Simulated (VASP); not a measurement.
# Y (Fd-3m) in VASP: further runs, part 2 of 2

VASP 6.6.1.

## (3) Relaxation of cell and atoms, PBEsol, target pressure 20 GPa, at which the enthalpy is minimised

INCAR reads:

```
SYSTEM = Y
PREC = Accurate
ENCUT = 500
EDIFF = 1E-7
ISMEAR = -1
SIGMA = 0.1
LREAL = .FALSE.
LASPH = .TRUE.
NELM = 120
ALGO = Normal
ISIF = 3
LWAVE = .FALSE.
LCHARG = .FALSE.
GGA = PS
IBRION = 2
NSW = 80
EDIFFG = -0.02
PSTRESS = 200.0
GGA_COMPAT = .FALSE.
NELMIN = 4
```

KPOINTS reads:

```
regular mesh
0
G
  6 6 6
  0 0 0
```

POSCAR reads:

```
Y
1.0
    0.0000000000      3.5000000000      3.5000000000
    3.5000000000      0.0000000000      3.5000000000
    3.5000000000      3.5000000000      0.0000000000
Y
2
Direct
    1.0000000000      1.0000000000      1.0000000000
    0.2500000000      0.2500000000      0.2500000000
```

Potentials or basis: VASP PAW PBE potentials, release 64 (Y_sv).

The run is started by

```console
cat potpaw_PBE.64/Y_sv/POTCAR > POTCAR
mpirun -np 1 vasp_std > vasp.out
```

OUTCAR:

```text
SYSTEM = Y
   PREC = Accurate
   ENCUT = 500
   EDIFF = 1E-7
   ISMEAR = -1
   LREAL = .FALSE.
   LASPH = .TRUE.
   NELM = 120
   ISIF = 3
   GGA = PS
   IBRION = 2
   NSW = 80
   EDIFFG = -0.02
   PSTRESS = 200.0
   NELMIN = 4

 ion  position               nearest neighbor table
   1  0.000  0.000  0.000-   2 3.03   2 3.03   2 3.03   2 3.03
   2  0.250  0.250  0.250-   1 3.03   1 3.03   1 3.03   1 3.03

  LATTYP: Found a face centered cubic cell.
 ALAT       =     7.0000000000

  Lattice vectors:

 A1 = (   0.0000000000,   3.5000000000,   3.5000000000)
 A2 = (   3.5000000000,   0.0000000000,   3.5000000000)
 A3 = (   3.5000000000,   3.5000000000,   0.0000000000)

Analysis of symmetry for initial positions (statically):
=====================================================================
 Subroutine PRICEL returns:
 Original cell was already a primitive cell.

 Routine SETGRP: Setting up the symmetry group for a
 face centered cubic supercell.

 Subroutine GETGRP returns: Found 48 space group operations
 (whereof 24 operations were pure point group operations)
 out of a pool of 48 trial point group operations.

The static configuration has the point symmetry T_d .
 The point group associated with its full space group is O_h .

Analysis of symmetry for dynamics (positions and initial velocities):
=====================================================================
 Subroutine PRICEL returns:
 Original cell was already a primitive cell.

 Routine SETGRP: Setting up the symmetry group for a
 face centered cubic supercell.

 Subroutine GETGRP returns: Found 48 space group operations
 (whereof 24 operations were pure point group operations)
 out of a pool of 48 trial point group operations.

The dynamic configuration has the point symmetry T_d .
 The point group associated with its full space group is O_h .

 Subroutine INISYM returns: Found 48 space group operations
 (whereof 24 operations are pure point group operations),
 and found     1 'primitive' translations

----------------------------------------------------------------------------------------

                                     Primitive cell
[... 94 lines left out ...]
   NUPDOWN=      -1.0000    fix difference up-down
   EMIN   =  10.00;   EMAX   =-10.00  energy-range for DOS
   EFERMI =   0.00;   METHOD = LEGACY
   ISMEAR =    -1;   SIGMA  =   0.10  broadening in eV -4-tet -1-fermi 0-gaus
   EFERMI_NEDOS =   21; number of points for ismear=-14 and -15
   IALGO  =     38    algorithm
   IMIX   =      4    mixing-type and parameters
     AMIX     =   0.40;   BMIX     =  1.00
     AMIX_MAG =   1.60;   BMIX_MAG =  1.00
  volume/ion in A,a.u.               =      42.88       289.33
  Fermi-wavevector in a.u.,A,eV,Ry     =   1.040250  1.965787 14.723134  1.082120
  Thomas-Fermi vector in A             =   2.174817
   LORBIT       =      0    0 simple, 1 ext, 2 COOP (PROOUT), +10 PAW based schemes
   GGA     = PS    functional components
   LHFCALC =     F    Hartree Fock is set to
   AEXX    =    0.0000 exact exchange contribution
   IVDW    =     0    specifies the selected vdW correction
   LEPSILON=     F    determine dielectric tensor
   LRPA    =     F    only Hartree local field effects (RPA)
 conjugate gradient relaxation of ions
 non-spin polarized calculation
  energy-cutoff  :      500.00
  volume of cell :       85.75
 maximum number of plane-waves:      2200
   NGX = 17   NGY = 17   NGZ = 17

--------------------------------------- Ionic step        1  -------------------------------------------

 number of electron      21.9999999 magnetization

 Free energy of the ion-electron system (eV)
  ---------------------------------------------------
  ext. energy  EPLUGINS =         0.00000000
  ---------------------------------------------------
  free energy    TOTEN  =        -9.68455267 eV

  energy without entropy =       -9.55665700  energy(sigma->0) =       -9.62060483

 E-fermi :   1.2945     XC(G=0):  -8.3453

 val. band max:        1.2707764676   @ k =   0.0000   0.0000   0.0000
 cond. band min:       1.3271804430   @ k =  -0.3333   0.3333   0.0000
 fundamental gap:      0.0564039753
 Fermi energy:         1.2945121393

 k-point     1 :       0.0000    0.0000    0.0000
  band No.  band energies     occupation
      1     -41.8806      2.00000
      2     -41.5837      2.00000
      3     -22.1025      2.00000
      4     -22.1025      2.00000
      5     -22.1025      2.00000
      6     -21.4711      2.00000
      7     -21.4711      2.00000
      8     -21.4711      2.00000
      9      -2.3684      2.00000
     10       1.2708      1.11812
     11       1.2708      1.11812
     12       1.7737      0.01646
     13       1.7737      0.01646
     14       1.7737      0.01646
[... 496 lines left out ...]
--------------------------------------- Ionic step        7  -------------------------------------------

 number of electron      22.0000001 magnetization

 Free energy of the ion-electron system (eV)
  ---------------------------------------------------
  ext. energy  EPLUGINS =         0.00000000
  ---------------------------------------------------
  free energy    TOTEN  =        -8.58479915 eV

  energy without entropy =       -8.53638222  energy(sigma->0) =       -8.56059069

 E-fermi :   5.0218     XC(G=0): -10.9453

 val. band max:        4.7324382677   @ k =   0.5000   0.3333   0.0000
 cond. band min:       5.0754364102   @ k =  -0.3333   0.1667   0.0000
 fundamental gap:      0.3429981426
 Fermi energy:         5.0217791773

 k-point     1 :       0.0000    0.0000    0.0000
  band No.  band energies     occupation
      1     -38.7759      2.00000
      2     -36.5020      2.00000
      3     -19.2467      2.00000
      4     -19.2467      2.00000
      5     -19.2467      2.00000
      6     -16.7189      2.00000
      7     -16.7189      2.00000
      8     -16.7189      2.00000
      9       0.6261      2.00000
     10       3.6145      2.00000
     11       3.6145      2.00000
     12       5.8799      0.00037
     13       5.8799      0.00037
     14       5.8799      0.00037
[... 302 lines left out ...]
  energy  without entropy=       -8.5363822242  energy(sigma->0) =       -8.56059069

  enthalpy is  TOTEN    =        -2.9905961532 eV   P V=        5.5942030002

 reached required accuracy - stopping structural energy minimisation
```

OSZICAR:

```text
N       E                     dE             d eps       ncg     rms          rms(c)
DAV:   1     0.888755422408E+02    0.88876E+02   -0.11045E+04   480   0.131E+03
DAV:   2    -0.319345731820E+01   -0.92069E+02   -0.91282E+02   613   0.278E+02
DAV:   3    -0.982570208893E+01   -0.66322E+01   -0.64721E+01   944   0.426E+01
[... 78 lines left out ...]
DAV:   3    -0.858476161461E+01    0.10536E-03   -0.60786E-04   704   0.147E-01    0.424E-02
DAV:   4    -0.858478052708E+01   -0.18912E-04   -0.31848E-05   627   0.385E-02    0.227E-02
DAV:   5    -0.858479973589E+01   -0.19209E-04   -0.42130E-05   742   0.245E-02    0.862E-03
DAV:   6    -0.858479917513E+01    0.56076E-06   -0.18277E-06   710   0.100E-02    0.882E-04
DAV:   7    -0.858479915343E+01    0.21708E-07   -0.69460E-08   449   0.175E-03
   7 F= -.29905962E+01 E0= -.29663877E+01  d E =-.377204E-04
```

Run time: 2.9 min. Hardware: 1 thread of Intel Xeon Platinum 8259CL at 2.50GHz (Skylake/Cascade Lake), shared host; peak memory 0.24 GiB.

Results:

| Item | Value |
| --- | --- |
| Free energy | -8.5848 eV |
| Relaxed volume | 22.41 Å³/atom |
| Relaxed cell | a = 3.987 Å, b = 3.987 Å, c = 3.987 Å, α = 60.00°, β = 60.00°, γ = 60.00° |
| Space group after relaxing (to 0.1 Å) | Fd-3m (No. 227) |
| Energy change on relaxing (the run minimises the enthalpy) | +549.9 meV/atom |
| Ionic steps | 7 |
| Pressure after relaxing | 20.0 GPa |
| Band gap on the k mesh | zero (bands 11 and 12 overlap by 1.34 eV) |

The path:
```tsv
step	energy change (eV)	largest force (eV/Å)	pressure (GPa)	volume (Å³)
1	0.0000	0.0000	-0.74	85.75
2	4.2269	0.0000	86.30	33.66
3	0.8218	0.0000	14.38	47.43
4	0.9831	0.0000	17.60	45.81
5	1.1086	0.0000	20.17	44.74
6	1.0908	0.0000	19.80	44.89
7	1.0998	0.0000	19.99	44.81
```

Final structure:
```
Y
1.0
     0.00000    2.81922    2.81922
     2.81922    0.00000    2.81922
     2.81922    2.81922    0.00000
Y
2
Direct
  0.00000 0.00000 0.00000
  0.25000 0.25000 0.25000
```

Caveat: the cell is relaxed towards a set pressure, so the run minimises the enthalpy, not the energy; the volume moved by over 15 % at a fixed basis, so the end points are rough; the PAW data sets were made with another functional, which shifts forces and pressure a little.
